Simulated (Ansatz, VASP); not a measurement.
## CuI: VASP beside Ansatz

The input INCAR:

```
SYSTEM = CuI
PREC = Accurate ; ENCUT = 520
EDIFF = 1E-8 ; ISMEAR = -1
SIGMA = 0.02 ; LREAL = .False.
LASPH = .True. ; NELM = 60
ALGO = Normal ; ISIF = 2
LWAVE = .False. ; LCHARG = .False.
LEFG = .True. ; NBANDS = 26
```

Contents of KPOINTS:

```
Automatic mesh
0
Gamma
  5 5 6
  0 0 0
```

File POSCAR:

```
CuI
1.0
    3.7822938498     -3.7599220542      0.0000000000
    3.7822938498      3.7599220542      0.0000000000
    0.0000000000      0.0000000000      4.3636751916
Cu I
2 2
Direct
    0.4204388300      0.5795611700      0.7500000000
    0.5795611700      0.4204388300      0.2500000000
    0.7700426800      0.2299573200      0.7500000000
    0.2299573200      0.7700426800      0.2500000000
```

Input for Ansatz:

```yaml
crystal:
  lattice:
    - [3.7822938498, -3.7599220542, 0.0]
    - [3.7822938498, 3.7599220542, 0.0]
    - [0.0, 0.0, 4.3636751916]
  atoms:
    - { symbol: Cu, position: [0.42043883, 0.57956117, 0.75] }
    - { symbol: Cu, position: [0.57956117, 0.42043883, 0.25] }
    - { symbol: I, position: [0.77004268, 0.22995732, 0.75] }
    - { symbol: I, position: [0.22995732, 0.77004268, 0.25] }
kpoints:
  mp_grid: { grid: [5, 5, 6] }
scf:
  occupations: { method: fermi_dirac, width: 0.02 }
hamiltonian:
  xc: lda
  pseudopotentials: { kind: paw }
output:
  forces: true
  stress: true
  eigenvalues: true
  efg: { contact_densities: true }
```

Change from the starting cell: volume scaled by 1.04, PAW files.

Alike in both runs: task electric field gradients; functional LDA; k mesh 5 × 5 × 6; occupations fermi-dirac, width 0.02 eV; no spin polarisation.

|  | VASP | Ansatz |
| --- | --- | --- |
| version | VASP 6.6.1 | Ansatz 0.2.0 |
| potentials or method | VASP PAW LDA potentials, release 64 (Cu, I) | PAW with Ansatz's default frozen-core files, scalar-relativistic |
| plane-wave cutoff (eV) | 520 | 420 |
| valence electrons in the cell | 36 | 72 |

Ansatz gave:

```
gap on the k mesh at the Fermi level (eV)                     : 0.82
pressure (GPa)                                                : -4.2
traceless stress, the component that is largest in VASP (GPa) : 2.93
rms of the force components (eV/Å)                            : 0.280
size of Vzz on the site where it differs most (V/Å²)          : 37.5
```

Estimate VASP's values.

gap on the k mesh at the Fermi level (eV): 0.86; pressure (GPa): -4.1; traceless stress, the component that is largest in VASP (GPa): 2.83; rms of the force components (eV/Å): 0.273; size of Vzz on the site where it differs most (V/Å²): 51.1.

LDA's correlation is that of Perdew and Zunger in VASP and of Perdew and Wang (1992) in Ansatz. Atom by atom the forces differ by 0.010 eV/Å (rms over components). VASP's potentials hold 36 valence electrons a cell and Ansatz's 72, so a difference there can come from the potentials and not from the codes.

Neither program's run includes spin-orbit coupling.
